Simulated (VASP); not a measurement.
# Yb (Fm-3m) in VASP: single point with revPBE+U

Aim: the single point of Yb with revPBE+U.

All numbers are computed with VASP 6.6.1; they aren't measurements. Logs are shortened: lines on timing, memory, paths and dates and some standing lists are left out, and cuts for length are marked.

**1. The cell of the first run**

It takes space group Fm-3m (No. 225, cubic). The conventional cell has a = 5.486 Å, b = 5.486 Å, c = 5.486 Å, α = 90.00°, β = 90.00°, γ = 90.00°. Yb (site symmetry m-3m) has 12 Yb at 3.88 Å within 5.1 Å.

**2. Single point, revPBE+U, collinear spin, ferromagnetic start**

Input file INCAR:

```
SYSTEM = Yb
PREC     = Accurate       ! precision mode
ENCUT    = 520            ! plane-wave cutoff, eV
EDIFF    = 1E-7           ! SCF threshold, eV
ISMEAR   = 1              ! smearing method
SIGMA    = 0.1            ! smearing width, eV
LREAL    = .FALSE.        ! projectors in reciprocal space
LASPH    = .TRUE.         ! aspherical terms in the spheres
NELM     = 150            ! most SCF steps
ALGO     = Normal         ! electronic algorithm
ISIF     = 2              ! what is computed and relaxed
LWAVE    = .FALSE.        ! write WAVECAR
LCHARG   = .FALSE.        ! write CHGCAR
ISPIN    = 2              ! spin polarisation
MAGMOM   = 1              ! initial moments
LORBIT   = 11             ! projections on sites
LMAXMIX  = 6              ! l up to which the mixer works
LDAU     = .TRUE.         ! DFT+U
LDAUTYPE = 2            
LDAUL    = 3              ! shell
LDAUU    = 4              ! U, eV
LDAUJ    = 0            
LDAUPRINT= 1            
GGA      = RE             ! functional
NBANDS   = 22             ! bands
```

Input file KPOINTS:

```
Automatic mesh
0
G
  8 8 8
  0 0 0
```

Input file POSCAR:

```
Yb
1.0
    0.0000000000      2.7431000000      2.7431000000
    2.7431000000      0.0000000000      2.7431000000
    2.7431000000      2.7431000000      0.0000000000
Yb
1
Direct
    0.0000000000      0.0000000000      0.0000000000
```

Potentials or basis: VASP PAW PBE potentials, release 64 (Yb).

Started as:

```console
$ cat potpaw_PBE.64/Yb/POTCAR > POTCAR
$ mpirun -np 1 vasp_std > vasp.out
```

OUTCAR:

```text
SYSTEM = Yb
   PREC = Accurate
   ENCUT = 520
   EDIFF = 1E-7
   ISMEAR = 1
   LREAL = .FALSE.
   LASPH = .TRUE.
   NELM = 150
   ISIF = 2
   ISPIN = 2
   LORBIT = 11
   GGA = RE

 ion  position               nearest neighbor table
   1  0.000  0.000  0.000-

  LATTYP: Found a face centered cubic cell.
 ALAT       =     5.4862000000

  Lattice vectors:

 A1 = (   0.0000000000,   2.7431000000,   2.7431000000)
 A2 = (   2.7431000000,   0.0000000000,   2.7431000000)
 A3 = (   2.7431000000,   2.7431000000,   0.0000000000)

Analysis of symmetry for initial positions (statically):
=====================================================================
 Subroutine PRICEL returns:
 Original cell was already a primitive cell.

 Routine SETGRP: Setting up the symmetry group for a
 face centered cubic supercell.

 Subroutine GETGRP returns: Found 48 space group operations
 (whereof 48 operations were pure point group operations)
 out of a pool of 48 trial point group operations.

The static configuration has the point symmetry O_h .

Analysis of symmetry for dynamics (positions and initial velocities):
=====================================================================
 Subroutine PRICEL returns:
 Original cell was already a primitive cell.

 Routine SETGRP: Setting up the symmetry group for a
 face centered cubic supercell.

 Subroutine GETGRP returns: Found 48 space group operations
 (whereof 48 operations were pure point group operations)
 out of a pool of 48 trial point group operations.

The dynamic configuration has the point symmetry O_h .

Analysis of structural, dynamic, and magnetic symmetry:
=====================================================================
 Subroutine PRICEL returns:
 Original cell was already a primitive cell.

 Routine SETGRP: Setting up the symmetry group for a
 face centered cubic supercell.

 Subroutine GETGRP returns: Found 48 space group operations
 (whereof 48 operations were pure point group operations)
 out of a pool of 48 trial point group operations.

The overall configuration has the point symmetry O_h .

 Subroutine INISYM returns: Found 48 space group operations
 (whereof 48 operations are pure point group operations),
 and found     1 'primitive' translations

----------------------------------------------------------------------------------------

                                     Primitive cell

  volume of cell :      41.2814

  direct lattice vectors                    reciprocal lattice vectors
     0.000000000  2.743100000  2.743100000    -0.182275528  0.182275528  0.182275528
     2.743100000  0.000000000  2.743100000     0.182275528 -0.182275528  0.182275528
     2.743100000  2.743100000  0.000000000     0.182275528  0.182275528 -0.182275528

  length of vectors
     3.879329223  3.879329223  3.879329223     0.315710475  0.315710475  0.315710475

  position of ions in fractional coordinates (direct lattice)
     0.000000000  0.000000000  0.000000000

  ion indices of the primitive-cell ions
   primitive index   ion index
                 1           1

----------------------------------------------------------------------------------------

 KPOINTS: Automatic mesh

Automatic generation of k-mesh.
 Grid dimensions read from file:
 generate k-points for:    8    8    8

 Generating k-lattice:

  Cartesian coordinates                     Fractional coordinates (reciprocal lattice)
    -0.022784441  0.022784441  0.022784441     0.125000000  0.000000000  0.000000000
     0.022784441 -0.022784441  0.022784441     0.000000000  0.125000000  0.000000000
[... 63 lines left out ...]
   NFREE  =      0    steps in history (QN), initial steepest desc. (CG)
   ISIF   =      2    stress and relaxation
   ISYM   =      2    0-nonsym 1-usesym 2-fastsym
   POTIM  = 0.5000    time-step for ionic-motion
   TEBEG  =    0.0;   TEEND  =   0.0 temperature during run
   PSTRESS=    0.0 pullay stress
   NELECT =      24.0000    total number of electrons
   NUPDOWN=      -1.0000    fix difference up-down
   EMIN   =  10.00;   EMAX   =-10.00  energy-range for DOS
   EFERMI =   0.00;   METHOD = LEGACY
   ISMEAR =     1;   SIGMA  =   0.10  broadening in eV -4-tet -1-fermi 0-gaus
   EFERMI_NEDOS =   21; number of points for ismear=-14 and -15
   IALGO  =     38    algorithm
   IMIX   =      4    mixing-type and parameters
     AMIX     =   0.40;   BMIX     =  1.00
     AMIX_MAG =   1.60;   BMIX_MAG =  1.00
  volume/ion in A,a.u.               =      41.28       278.58
  Fermi-wavevector in a.u.,A,eV,Ry     =   1.366345  2.582017 25.400687  1.866898
  Thomas-Fermi vector in A             =   2.492493
   LORBIT       =     11    0 simple, 1 ext, 2 COOP (PROOUT), +10 PAW based schemes
 LDA+U is selected, type is set to LDAUTYPE =  2
   angular momentum for each species LDAUL =     3
   U (eV)           for each species LDAUU =   4.0
   J (eV)           for each species LDAUJ =   0.0
   GGA     = RE    functional components
   LHFCALC =     F    Hartree Fock is set to
   AEXX    =    0.0000 exact exchange contribution
   IVDW    =     0    specifies the selected vdW correction
   LEPSILON=     F    determine dielectric tensor
   LRPA    =     F    only Hartree local field effects (RPA)
 spin polarized calculation
 Methfessel and Paxton  Order N= 1 SIGMA  =   0.10
  energy-cutoff  :      520.00
  volume of cell :       41.28
 maximum number of plane-waves:      1139
 NGX is ok and might be reduce to    30
   NGX = 15   NGY = 15   NGZ = 15

 number of electron      23.9999992 magnetization       0.0001819

atom =   1  type =  1  l = 3

 onsite density matrix

spin component  1

  0.9858 -0.0000 -0.0014  0.0000 -0.0000 -0.0000  0.0000
 -0.0000  0.9799  0.0000  0.0000 -0.0000  0.0000  0.0000
 -0.0014  0.0000  0.9865  0.0000  0.0000  0.0000  0.0000
  0.0000  0.0000  0.0000  0.9847 -0.0000 -0.0000 -0.0000
 -0.0000 -0.0000  0.0000 -0.0000  0.9865  0.0000  0.0014
 -0.0000  0.0000  0.0000 -0.0000  0.0000  0.9876 -0.0000
  0.0000  0.0000  0.0000 -0.0000  0.0014 -0.0000  0.9858

spin component  2

  0.9858 -0.0000 -0.0014 -0.0000 -0.0000 -0.0000  0.0000
 -0.0000  0.9799 -0.0000  0.0000 -0.0000  0.0000  0.0000
 -0.0014 -0.0000  0.9865  0.0000  0.0000  0.0000  0.0000
 -0.0000  0.0000  0.0000  0.9847  0.0000 -0.0000 -0.0000
 -0.0000 -0.0000  0.0000  0.0000  0.9865  0.0000  0.0014
 -0.0000  0.0000  0.0000 -0.0000  0.0000  0.9876 -0.0000
  0.0000  0.0000  0.0000 -0.0000  0.0014 -0.0000  0.9858

 occupancies and eigenvectors

  o =  0.9799  v =  0.0000  1.0000 -0.0000  0.0000  0.0000  0.0000  0.0000  0.0000  0.0000  0.0000  0.0000  0.0000  0.0000  0.0000      0.0000  0.0000  0.0000  0.0000  0.0000  0.0000  0.0000  0.0000  0.0000  0.0000  0.0000  0.0000  0.0000  0.0000
  o =  0.9799  v =  0.0000  0.0000  0.0000  0.0000  0.0000  0.0000  0.0000  0.0000  1.0000 -0.0000  0.0000 -0.0000 -0.0000  0.0000      0.0000  0.0000  0.0000  0.0000  0.0000  0.0000  0.0000  0.0000  0.0000  0.0000  0.0000  0.0000  0.0000  0.0000
  o =  0.9847  v =  0.0000 -0.0000  0.0000  1.0000 -0.0001  0.0000  0.0001  0.0000  0.0000  0.0000  0.0000  0.0000  0.0000  0.0000      0.0000  0.0000  0.0000  0.0000  0.0000  0.0000  0.0000  0.0000  0.0000  0.0000  0.0000  0.0000  0.0000  0.0000
  o =  0.9847  v =  0.0000 -0.0000  0.0000 -0.0001 -0.6124  0.0000  0.7906  0.0000  0.0000  0.0000  0.0000  0.0000  0.0000  0.0000      0.0000  0.0000  0.0000  0.0000  0.0000  0.0000  0.0000  0.0000  0.0000  0.0000  0.0000  0.0000  0.0000  0.0000
  o =  0.9847  v = -0.7906 -0.0000 -0.6124  0.0000 -0.0000 -0.0000  0.0000  0.0000  0.0000  0.0000  0.0000  0.0000  0.0000  0.0000      0.0000  0.0000  0.0000  0.0000  0.0000  0.0000  0.0000  0.0000  0.0000  0.0000  0.0000  0.0000  0.0000  0.0000
  o =  0.9847  v =  0.0000  0.0000  0.0000  0.0000  0.0000  0.0000  0.0000  0.0000  0.0000 -0.0000 -0.0000  0.6124 -0.0000 -0.7906      0.0000  0.0000  0.0000  0.0000  0.0000  0.0000  0.0000  0.0000  0.0000  0.0000  0.0000  0.0000  0.0000  0.0000
  o =  0.9847  v =  0.0000  0.0000  0.0000  0.0000  0.0000  0.0000  0.0000 -0.7906 -0.0000 -0.6124 -0.0000 -0.0000 -0.0000  0.0000      0.0000  0.0000  0.0000  0.0000  0.0000  0.0000  0.0000  0.0000  0.0000  0.0000  0.0000  0.0000  0.0000  0.0000
  o =  0.9847  v =  0.0000  0.0000  0.0000  0.0000  0.0000  0.0000  0.0000  0.0000 -0.0000 -0.0000  1.0000  0.0000 -0.0000 -0.0000      0.0000  0.0000  0.0000  0.0000  0.0000  0.0000  0.0000  0.0000  0.0000  0.0000  0.0000  0.0000  0.0000  0.0000
  o =  0.9876  v =  0.0000  0.0000  0.0000  0.0000  0.0000  0.0000  0.0000  0.0000  0.0000 -0.0000  0.0000 -0.0001  1.0000 -0.0001      0.0000  0.0000  0.0000  0.0000  0.0000  0.0000  0.0000  0.0000  0.0000  0.0000  0.0000  0.0000  0.0000  0.0000
  o =  0.9876  v =  0.0000  0.0000  0.0000  0.0000  0.0000  0.0000  0.0000  0.0000  0.0000 -0.0000  0.0000 -0.7906 -0.0001 -0.6124      0.0000  0.0000  0.0000  0.0000  0.0000  0.0000  0.0000  0.0000  0.0000  0.0000  0.0000  0.0000  0.0000  0.0000
  o =  0.9876  v =  0.0000  0.0000  0.0000  0.0000  0.0000  0.0000  0.0000  0.6124 -0.0000 -0.7906 -0.0000 -0.0000 -0.0000  0.0000      0.0000  0.0000  0.0000  0.0000  0.0000  0.0000  0.0000  0.0000  0.0000  0.0000  0.0000  0.0000  0.0000  0.0000
  o =  0.9876  v =  0.0000  0.0000  0.0000  0.0000  0.0000 -1.0000  0.0000  0.0000  0.0000  0.0000  0.0000  0.0000  0.0000  0.0000      0.0000  0.0000  0.0000  0.0000  0.0000  0.0000  0.0000  0.0000  0.0000  0.0000  0.0000  0.0000  0.0000  0.0000
  o =  0.9876  v =  0.0000 -0.0000 -0.0000 -0.0000  0.7906  0.0000  0.6124  0.0000  0.0000  0.0000  0.0000  0.0000  0.0000  0.0000      0.0000  0.0000  0.0000  0.0000  0.0000  0.0000  0.0000  0.0000  0.0000  0.0000  0.0000  0.0000  0.0000  0.0000
  o =  0.9876  v =  0.6124 -0.0000 -0.7906  0.0000 -0.0000 -0.0000  0.0000  0.0000  0.0000  0.0000  0.0000  0.0000  0.0000  0.0000      0.0000  0.0000  0.0000  0.0000  0.0000  0.0000  0.0000  0.0000  0.0000  0.0000  0.0000  0.0000  0.0000  0.0000

 number of electron      23.9999992 magnetization      -0.0000013

 Free energy of the ion-electron system (eV)
  ---------------------------------------------------
  ext. energy  EPLUGINS =         0.00000000
  ---------------------------------------------------
  free energy    TOTEN  =        -2.79848400 eV

  energy without entropy =       -2.79839276  energy(sigma->0) =       -2.79845358

 E-fermi :   1.2582     XC(G=0):  -8.6771

 val. band max:        1.1173749893   @ k =  -0.3750   0.3750   0.0000
 cond. band min:       1.2875968623   @ k =  -0.3750   0.2500   0.1250
 fundamental gap:      0.1702218729
 Fermi energy:         1.2582379836

 spin component 1

 k-point     1 :       0.0000    0.0000    0.0000
  band No.  band energies     occupation
      1     -49.8462      1.00000
      2     -22.2516      1.00000
      3     -22.2516      1.00000
      4     -22.2516      1.00000
      5      -3.5436      1.00000
      6       0.1768      1.00000
[... 1193 lines left out ...]
     21      12.2816      0.00000
     22      16.9869      0.00000

 [... further k-points ...]

------------------------ aborting loop because EDIFF is reached ----------------------------------------

  FORCE on cell =-STRESS in cart. coord.  units (eV):
  Direction    XX          YY          ZZ          XY          YZ          ZX
  --------------------------------------------------------------------------------------
  -------------------------------------------------------------------------------------
  Total       -0.0193096     -0.0193096     -0.0193096     -0.0000000      0.0000000     -0.0000000
  in kB       -0.7494245     -0.7494245     -0.7494245     -0.0000000      0.0000000     -0.0000000
  external PRESSURE =      -0.7494245 kB  Pullay stress =       0.0000000 kB

 VOLUME and BASIS-vectors are now :
 -----------------------------------------------------------------------------
  energy-cutoff  :      520.00
  volume of cell :       41.28
      direct lattice vectors                 reciprocal lattice vectors
     0.000000000  2.743100000  2.743100000    -0.182275528  0.182275528  0.182275528
     2.743100000  0.000000000  2.743100000     0.182275528 -0.182275528  0.182275528
     2.743100000  2.743100000  0.000000000     0.182275528  0.182275528 -0.182275528

 POSITION                                       TOTAL-FORCE (eV/Angst)
 -----------------------------------------------------------------------------------
      0.00000      0.00000      0.00000         0.000000      0.000000      0.000000
 -----------------------------------------------------------------------------------
    total drift:                               -0.000000     -0.000000      0.000000

  FREE ENERGIE OF THE ION-ELECTRON SYSTEM (eV)
  ---------------------------------------------------
  free  energy   TOTEN  =        -2.7984839993 eV

  energy  without entropy=       -2.7983927556  energy(sigma->0) =       -2.79845358

 total charge

# of ion       s       p       d       f       tot
--------------------------------------------------
    1        2.204   6.032   0.180  13.788  22.204

 magnetization (x)

# of ion       s       p       d       f       tot
--------------------------------------------------
    1        0.000  -0.000  -0.000   0.000   0.000
```

It took 5.4 min on 1 thread of Intel Xeon 6975P-C (Granite Rapids), shared host; peak memory 0.25 GiB.

What came out:

| Item | Value |
| --- | --- |
| Free energy | -2.7985 eV |
| Pressure | -0.1 GPa |
| Band gap on the k mesh | zero (filled and empty bands overlap) |
| Net moment | 0.00 μB per cell |
| Valence electrons inside the program's atomic spheres | Yb 22.20 |

Levels at points of the mesh, in eV from the Fermi level:
Spin up:
```csv
k point,band 9,band 10,band 11,band 12,band 13,band 14,band 15,band 16
"(0.00, 0.00, 0.00)",-1.03,-0.97,-0.97,-0.97,2.97,2.97,2.97,4.88
"(0.50, 0.00, 0.00)",-1.01,-0.97,-0.97,-0.97,0.10,2.76,2.76,6.25
"(0.50, 0.50, 0.00)",-0.98,-0.98,-0.97,-0.91,0.44,1.34,6.27,6.53
```
Spin down:
```tsv
k point	band 10	band 11	band 12	band 13	band 14	band 15
(0.00, 0.00, 0.00)	-0.97	-0.97	-0.97	2.97	2.97	2.97
(0.50, 0.00, 0.00)	-0.97	-0.97	-0.97	0.10	2.76	2.76
(0.50, 0.50, 0.00)	-0.98	-0.97	-0.91	0.44	1.34	6.27
```

Eigenvalues of the final occupation matrices:
| site | spin | trace | eigenvalues |
| --- | --- | --- | --- |
| site 1 f | 1 | 6.90 | 0.98 0.98 0.98 0.98 0.99 0.99 0.99 |
| site 1 f | 2 | 6.90 | 0.98 0.98 0.98 0.98 0.99 0.99 0.99 |

Caveat: the PAW data sets were made with another functional, which shifts forces and pressure a little; spin-orbit coupling is left out, which moves the levels of the heavy elements. The state reached can hang on the start; a lower one may exist.

The gap in the log of VASP goes by the Fermi energy; the results here count the filled bands.